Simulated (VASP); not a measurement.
Here is a VASP 6.6.1 calculation.

The input INCAR:

```
  PREC = Accurate
  ENCUT = 500
  EDIFF = 1E-6
  ISMEAR = 1
  SIGMA = 0.1
  LREAL = False
  LASPH = True
  NELM = 120
  ALGO = Normal
  ISIF = 2
  LWAVE = False
  LCHARG = False
  GGA = PE
  NBANDS = 11
  GGA_COMPAT = False
```

KPOINTS

```
regular mesh
0
Gamma
  11 11 11
```

File POSCAR:

```
Hf
1.0
   -1.8050000000      1.8050000000      1.8050000000
    1.8050000000     -1.8050000000      1.8050000000
    1.8050000000      1.8050000000     -1.8050000000
Hf
1
Direct
    0.0000000000      0.0000000000      0.0000000000
```

Potentials or basis: VASP PAW PBE potentials, release 64 (Hf_pv).

The run is started by

```console
$ cat potpaw_PBE.64/Hf_pv/POTCAR > POTCAR
$ mpirun -np 1 vasp_std > vasp.out
```

**Question.** What does it give for the pressure?

**Answer.** -5.6 GPa.

**Question.** What does it give for the band gap on the k mesh?

**Answer.** Zero (band 5 reaches 5.73 eV, above the bottom of band 6 at 3.45 eV).

Caveat: spin-orbit coupling is left out, which moves the levels of the heavy elements.
